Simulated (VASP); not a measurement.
Set up this calculation in VASP 6.6.1, as the native input.

| Quantity | Value |
| --- | --- |
| Task | single point |
| Functional | PBE |
| Potentials or basis | VASP PAW PBE potentials, release 64 (Pt) |
| Cutoff | 520 eV |
| k mesh | 18 × 18 × 18 |
| Occupations | fermi-dirac, width 0.05 eV |
| Spin | no spin polarisation |
| Dipole correction | no |
| Further INCAR settings | ALGO = Normal; EDIFF = 1e-06; NBANDS = 11 |

The structure of Pt lies in POSCAR:

```
Pt
1.0
    0.0000000000      1.8502135130      1.8502135130
    1.8502135130      0.0000000000      1.8502135130
    1.8502135130      1.8502135130      0.0000000000
Pt
1
Direct
    0.0000000000      0.0000000000      0.0000000000
```

These files were run (other wordings do the same):

INCAR

```
SYSTEM = Pt
ALGO     = Normal         ! electronic algorithm
EDIFF    = 1E-6           ! SCF threshold, eV
ENCUT    = 520            ! plane-wave cutoff, eV
GGA      = PE             ! functional
ISIF     = 2              ! what is computed and relaxed
ISMEAR   = -1             ! smearing method
LASPH    = .TRUE.         ! aspherical terms in the spheres
LCHARG   = .TRUE.         ! write CHGCAR
LELF     = .TRUE.         ! ELF
LREAL    = .FALSE.        ! projectors in reciprocal space
LVHAR    = .TRUE.       
LWAVE    = .FALSE.        ! write WAVECAR
NBANDS   = 11             ! bands
NELM     = 100            ! most SCF steps
PREC     = Accurate       ! precision mode
SIGMA    = 0.05           ! smearing width, eV
```

KPOINTS

```
k-points
0
G
  18 18 18
  0 0 0
```

Potentials or basis: VASP PAW PBE potentials, release 64 (Pt).

Command:

```console
$ cat potpaw_PBE.64/Pt/POTCAR > POTCAR
$ mpirun -np 1 vasp_std > vasp.out
```

Results of the run:

The pressure is 91.7 GPa. The band gap on the k mesh is zero (bands 5 and 6 overlap by 3.04 eV).

Caveat: the cell stands under pressure; spin-orbit coupling is left out, which moves the levels of the heavy elements.

Wall time 34 s on 1 thread of Intel Xeon 8259CL (shared host), peak memory 0.15 GiB.
